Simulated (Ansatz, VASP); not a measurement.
Two plane-wave programs on MgO

```
Mg O
1.0
     2.10760   -2.10760    0.00000
     2.10760    0.00000   -2.10760
     9.10302    8.89226    8.68150
Mg O
6 6
Direct
  0.00000 0.96445 0.35552
  0.33333 0.31358 0.19751
  0.66667 0.61531 0.51353
  0.00000 0.91704 0.82955
  0.33333 0.26618 0.67154
  0.66667 0.66272 0.03950
  0.66667 0.63901 0.27652
  0.00000 0.98815 0.11851
  0.33333 0.28988 0.43453
  0.66667 0.59161 0.75055
  0.00000 0.94075 0.59254
  0.33333 0.24248 0.90856
```

Alike in both runs: task single point; functional PBEsol; k mesh 9 × 9 × 2; occupations gaussian, width 0.05 eV; no spin polarisation.

|  | VASP | Ansatz |
| --- | --- | --- |
| version | VASP 6.6.1 | Ansatz 0.2.0 |
| potentials or method | VASP PAW PBE potentials, release 64 (Mg, O), cutoff 520 eV | scalar-relativistic, plane waves, PAW |
| valence electrons in the cell | 48 | 96 |

|  | VASP | Ansatz | Ansatz less VASP |
| --- | --- | --- | --- |
| gap on the k mesh at the Fermi level (eV) | 0.32 | 0.36 | +0.037 |
| least direct gap on the mesh (eV) | 0.32 | 0.36 | +0.036 |
| pressure (GPa) | -3.5 | -3.0 | +0.54 |
| traceless stress, the component that is largest in VASP (GPa) | -5.26 | -5.25 | +0.007 |
| rms of the force components (eV/Å) | 0.822 | 0.822 | -0.0003 |

VASP's potentials were made for PBE, not for PBEsol, and Ansatz warns of the same on its side. Atom by atom the forces differ by 0.005 eV/Å (rms over components). VASP's potentials hold 48 valence electrons a cell and Ansatz's 96, so a difference there can come from the potentials and not from the codes.
